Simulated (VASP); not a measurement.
Wanted: the native input for a VASP 6.6.1 run.

```
Task                   : single point
Functional             : PBE
Potentials or basis    : VASP PAW PBE potentials, release 64 (Sc_sv, N, La)
Cutoff                 : 520 eV
k mesh                 : 6 × 6 × 4
Occupations            : fermi-dirac, width 0.02 eV
Spin                   : no spin polarisation
Dipole correction      : no
Further INCAR settings : ALGO = Normal; EDIFF = 1e-07; NBANDS = 24
```

The structure of LaScN2 lies in POSCAR:

```
LaScN2
1.0
    3.4639711366      0.0000000000      0.0000000000
    0.0000000000      3.4639711366      0.0000000000
    0.0000000000      0.0000000000      4.8530949710
Sc N La
1 2 1
Direct
    0.0000000000      0.0000000000      0.0000000000
    0.0000000000      0.0000000000      0.5000000000
    0.5000000000      0.5000000000      0.0000000000
    0.5000000000      0.5000000000      0.5000000000
```

This cell differs from its parent crystal: volume changed by -6%.

These files were run (other wordings do the same):

INCAR

```
PREC = Accurate
ENCUT = 520
EDIFF = 1E-7
ISMEAR = -1
SIGMA = 0.02
LREAL = False
LASPH = True
NELM = 80
ALGO = Normal
ISIF = 2
LWAVE = False
LCHARG = False
GGA = PE
NBANDS = 24
```

KPOINTS

```
regular mesh
0
Gamma
  6 6 4
```

Potentials or basis: VASP PAW PBE potentials, release 64 (Sc_sv, N, La).

Launch:

```sh
$ cat potpaw_PBE.64/Sc_sv/POTCAR potpaw_PBE.64/N/POTCAR potpaw_PBE.64/La/POTCAR > POTCAR
$ mpirun -np 1 vasp_std > vasp.out
```

Results of the run:

```
Pressure               : 9.6 GPa
Band gap on the k mesh : zero (band 16 reaches 7.77 eV, above the bottom of band 17 at 7.44 eV)
```

Caveat: spin-orbit coupling is left out, which moves the levels of the heavy elements.

Wall time 74 s on 1 thread of Intel(R) Xeon(R) Platinum 8488C (Sapphire Rapids) (shared host), peak memory 0.21 GiB.
